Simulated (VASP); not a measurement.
# Al6N (P-3m1) in VASP: relaxation of cell and atoms with PBE

Aim: the relaxation of cell and atoms of Al6N with PBE.

All numbers are computed with VASP 6.6.1; they aren't measurements. Logs are shortened: lines on timing, memory, paths and dates and some standing lists are left out, and cuts for length are marked.

## 1. The cell of the first run

It takes space group P-3m1 (No. 164, trigonal). The conventional cell has a = 2.887 Å, b = 2.887 Å, c = 13.992 Å, α = 90.00°, β = 90.00°, γ = 120.00°. Al (site symmetry 3m) has 3 N at 2.06 Å within 2.7 Å. Al (site symmetry 3m) has 12 Al at 2.86 to 2.89 Å within 3.8 Å. Within 3.7 Å of Al (site symmetry 3m) lie 12 Al at 2.83 to 2.89 Å and 1 N at 3.49 Å. N (site symmetry -3m) has 6 Al at 2.06 Å within 2.7 Å.

## 2. Relaxation of cell and atoms, PBE

INCAR

```
ALGO = Normal
EDIFF = 1E-7
EDIFFG = -0.01
ENCUT = 600
GGA = PE
IBRION = 2
ISIF = 3
ISMEAR = 0
LASPH = T
LCHARG = F
LREAL = F
LWAVE = F
NELM = 60
NSW = 100
PREC = Accurate
SIGMA = 0.1
```

KPOINTS

```
k-points
0
Gamma
  12 12 4
```

POSCAR

```
Al6N
1.0
    2.8873959946      0.0000000000      0.0000000000
   -1.4436979973      2.5005582821      0.0000000000
    0.0000000000      0.0000000000     13.9917526466
Al N
6 1
Direct
    0.3333333333      0.6666666667      0.0862197418
    0.6666666667      0.3333333333      0.9137802582
    0.6666666667      0.3333333333      0.4170545634
    0.3333333333      0.6666666667      0.5829454366
    0.0000000000      0.0000000000      0.7504072124
    0.0000000000      0.0000000000      0.2495927876
    0.0000000000      0.0000000000      0.0000000000
```

Potentials or basis: VASP PAW PBE potentials, release 64 (Al, N).

Launch:

```sh
> cat potpaw_PBE.64/Al/POTCAR potpaw_PBE.64/N/POTCAR > POTCAR
> mpirun -np 1 vasp_std > vasp.out
```

OUTCAR:

```text
EDIFF = 1E-7
   EDIFFG = -0.01
   ENCUT = 600
   GGA = PE
   IBRION = 2
   ISIF = 3
   ISMEAR = 0
   LASPH = T
   LREAL = F
   NELM = 60
   NSW = 100
   PREC = Accurate

 ion  position               nearest neighbor table
   1  0.333  0.667  0.086-   7 2.06   7 2.06   7 2.06   6 2.83   6 2.83   6 2.83   2 2.93   2 2.93
                             2 2.93
   2  0.667  0.333  0.914-   7 2.06   7 2.06   7 2.06   5 2.83   5 2.83   5 2.83   1 2.93   1 2.93
                             1 2.93
   3  0.667  0.333  0.417-   4 2.86   4 2.86   4 2.86   6 2.88   6 2.88   6 2.88
   4  0.333  0.667  0.583-   3 2.86   3 2.86   3 2.86   5 2.88   5 2.88   5 2.88
   5  0.000  0.000  0.750-   2 2.83   2 2.83   2 2.83   4 2.88   4 2.88   4 2.88
   6  0.000  0.000  0.250-   1 2.83   1 2.83   1 2.83   3 2.88   3 2.88   3 2.88
   7  0.000  0.000  0.000-   1 2.06   2 2.06   1 2.06   2 2.06   2 2.06   1 2.06

  LATTYP: Found a hexagonal cell.
 ALAT       =     2.8873959946
 C/A-ratio  =     4.8458031641

  Lattice vectors:

 A1 = (   2.8873959946,   0.0000000000,   0.0000000000)
 A2 = (  -1.4436979973,   2.5005582821,   0.0000000000)
 A3 = (   0.0000000000,   0.0000000000,  13.9917526466)

Analysis of symmetry for initial positions (statically):
=====================================================================
 Subroutine PRICEL returns:
 Original cell was already a primitive cell.

 Routine SETGRP: Setting up the symmetry group for a
 hexagonal supercell.

 Subroutine GETGRP returns: Found 12 space group operations
 (whereof 12 operations were pure point group operations)
 out of a pool of 24 trial point group operations.

The static configuration has the point symmetry D_3d.

Analysis of symmetry for dynamics (positions and initial velocities):
=====================================================================
 Subroutine PRICEL returns:
 Original cell was already a primitive cell.

 Routine SETGRP: Setting up the symmetry group for a
 hexagonal supercell.

 Subroutine GETGRP returns: Found 12 space group operations
 (whereof 12 operations were pure point group operations)
 out of a pool of 24 trial point group operations.

The dynamic configuration has the point symmetry D_3d.

 Subroutine INISYM returns: Found 12 space group operations
 (whereof 12 operations are pure point group operations),
 and found     1 'primitive' translations

----------------------------------------------------------------------------------------

                                     Primitive cell

  volume of cell :     101.0219

  direct lattice vectors                    reciprocal lattice vectors
     2.887395995  0.000000000  0.000000000     0.346332821  0.199955347  0.000000000
[... 132 lines left out ...]
 maximum number of plane-waves:      3396
 NGX is ok and might be reduce to    24
   NGX = 11   NGY = 11   NGZ = 55

--------------------------------------- Ionic step        1  -------------------------------------------

 number of electron      22.9999999 magnetization

 Free energy of the ion-electron system (eV)
  ---------------------------------------------------
  ext. energy  EPLUGINS =         0.00000000
  ---------------------------------------------------
  free energy    TOTEN  =       -32.09670251 eV

  energy without entropy =      -32.08800147  energy(sigma->0) =      -32.09235199

------------------------ aborting loop because EDIFF is reached ----------------------------------------

  FORCE on cell =-STRESS in cart. coord.  units (eV):
  Direction    XX          YY          ZZ          XY          YZ          ZX
  --------------------------------------------------------------------------------------
  -------------------------------------------------------------------------------------
  Total       -0.0191646     -0.0191646     -0.6923732      0.0000000     -0.0000000      0.0000000
  in kB       -0.3039456     -0.3039456    -10.9808349      0.0000000     -0.0000000      0.0000000
  external PRESSURE =      -3.8629087 kB  Pullay stress =       0.0000000 kB
[... 104 lines left out ...]
  FREE ENERGIE OF THE ION-ELECTRON SYSTEM (eV)
  ---------------------------------------------------
  free  energy   TOTEN  =       -32.1093389242 eV

  energy  without entropy=      -32.1020799091  energy(sigma->0) =      -32.10570942

[... ionic steps 4 to 7 ...]

--------------------------------------- Ionic step        8  -------------------------------------------

 number of electron      22.9999999 magnetization

------------------------ aborting loop because EDIFF is reached ----------------------------------------
[... 77 lines left out ...]
--------------------------------------- Ionic step       10  -------------------------------------------

 number of electron      22.9999999 magnetization

 Free energy of the ion-electron system (eV)
  ---------------------------------------------------
  ext. energy  EPLUGINS =         0.00000000
  ---------------------------------------------------
  free energy    TOTEN  =       -32.11291086 eV

  energy without entropy =      -32.10581076  energy(sigma->0) =      -32.10936081

 E-fermi :   8.5869     XC(G=0): -10.5075

 val. band max:        8.5610415463   @ k =   0.0000   0.4167   0.2500
 cond. band min:       8.6051288704   @ k =   0.4167   0.1667   0.2500
 fundamental gap:      0.0440873241
 Fermi energy:         8.5868633494

 k-point     1 :       0.0000    0.0000    0.0000
  band No.  band energies     occupation
      1      -9.6584      2.00000
      2      -2.2351      2.00000
      3      -2.2284      2.00000
      4      -0.5348      2.00000
      5      -0.3800      2.00000
      6       2.7189      2.00000
      7       3.0185      2.00000
      8       5.7684      2.00000
      9       5.7684      2.00000
     10       7.1438      2.00000
     11       8.0796      2.00000
     12      12.3455      0.00000
     13      12.5416      0.00000
     14      15.3515      0.00000
[... 401 lines left out ...]
      2      -1.7668      2.00000
      3      -1.3184      2.00000
      4      -0.4470      2.00000
      5       0.8354      2.00000
      6       2.4389      2.00000
      7       3.7818      2.00000
      8       4.5358      2.00000
      9       5.3659      2.00000
     10       6.9359      2.00000
     11       9.4742      0.00000
     12      11.8557      0.00000
     13      13.3191      0.00000
     14      13.7768      0.00000
     15      14.2528      0.00000

 [... further k-points ...]
[... 5 lines left out ...]
  --------------------------------------------------------------------------------------
  -------------------------------------------------------------------------------------
  Total        0.0186247      0.0186247     -0.0314328      0.0000000      0.0000000      0.0000000
  in kB        0.2972611      0.2972611     -0.5016861      0.0000000      0.0000000      0.0000000
  external PRESSURE =       0.0309454 kB  Pullay stress =       0.0000000 kB
[... 22 lines left out ...]
  FREE ENERGIE OF THE ION-ELECTRON SYSTEM (eV)
  ---------------------------------------------------
  free  energy   TOTEN  =       -32.1129108564 eV

  energy  without entropy=      -32.1058107648  energy(sigma->0) =      -32.10936081

 reached required accuracy - stopping structural energy minimisation
```

OSZICAR:

```text
N       E                     dE             d eps       ncg     rms          rms(c)
DAV:   1     0.548730874158E+02    0.54873E+02   -0.95561E+03  2070   0.140E+03
DAV:   2    -0.274316958240E+02   -0.82305E+02   -0.80042E+02  2869   0.174E+02
DAV:   3    -0.340025089096E+02   -0.65708E+01   -0.64017E+01  2777   0.537E+01
[... 86 lines left out ...]
DAV:   1    -0.321129063986E+02   -0.53832E-04   -0.77742E-04  2618   0.204E-01    0.876E-03
DAV:   2    -0.321129118466E+02   -0.54480E-05   -0.67233E-05  2560   0.600E-02    0.882E-03
DAV:   3    -0.321129110357E+02    0.81090E-06   -0.22086E-06  2742   0.118E-02    0.607E-03
DAV:   4    -0.321129108792E+02    0.15650E-06   -0.28482E-06  2542   0.110E-02    0.231E-03
DAV:   5    -0.321129108564E+02    0.22837E-07   -0.63591E-07  1971   0.370E-03
  10 F= -.32112911E+02 E0= -.32109361E+02  d E =-.582714E-04
```

Wall time 11 min (1 thread of Intel Xeon 6975P-C, shared host); peak memory 0.31 GiB.

What came out:

| Item | Value |
| --- | --- |
| Free energy | -32.1129 eV |
| Relaxed volume | 14.34 Å³/atom |
| Relaxed cell | a = 2.892 Å, b = 2.892 Å, c = 13.863 Å, α = 90.00°, β = 90.00°, γ = 120.00° |
| Space group after relaxing (to 0.1 Å) | P-3m1 (No. 164) |
| Energy gained by relaxing | 2.3 meV/atom |
| Ionic steps | 10 |
| Pressure after relaxing | 0.0 GPa |
| Largest force after relaxing | 0.008 eV/Å |

Forces in eV/Å, atoms in the order of the input:
```
Al   0.000  0.000  0.001
Al   0.000  0.000 -0.001
Al   0.000  0.000 -0.007
Al   0.000  0.000  0.007
Al   0.000  0.000 -0.008
Al   0.000  0.000  0.008
N    0.000  0.000  0.000
```

Stress tensor (GPa, compression positive):
```
 0.03  0.00  0.00
 0.00  0.03  0.00
 0.00  0.00 -0.05
```

Step by step:
| step | energy change (eV) | largest force (eV/Å) | pressure (GPa) | volume (Å³) |
| --- | --- | --- | --- | --- |
| 1 | 0.0000 | 0.2192 | -0.39 | 101.02 |
| 2 | -0.0090 | 0.1549 | 0.07 | 100.51 |
| 3 | -0.0126 | 0.1659 | 0.64 | 99.93 |
| 4 | -0.0148 | 0.0909 | -0.21 | 100.58 |
| 5 | -0.0154 | 0.0522 | 0.06 | 100.37 |
| 6 | -0.0157 | 0.0355 | -0.03 | 100.45 |
| 7 | -0.0159 | 0.0179 | -0.19 | 100.61 |
| 8 | -0.0161 | 0.0238 | -0.04 | 100.44 |
| 9 | -0.0162 | 0.0259 | 0.01 | 100.39 |
| 10 | -0.0162 | 0.0083 | 0.00 | 100.38 |

Final structure:
```
Al N
1.0
     2.89161    0.00000    0.00000
    -1.44581    2.50421    0.00000
     0.00000    0.00000   13.86280
Al N
6 1
Direct
  0.33333 0.66667 0.08726
  0.66667 0.33333 0.91274
  0.66667 0.33333 0.41616
  0.33333 0.66667 0.58384
  0.00000 0.00000 0.74757
  0.00000 0.00000 0.25243
  0.00000 0.00000 0.00000
```

Caveat: the highest band is partly filled, so the run has too few bands.
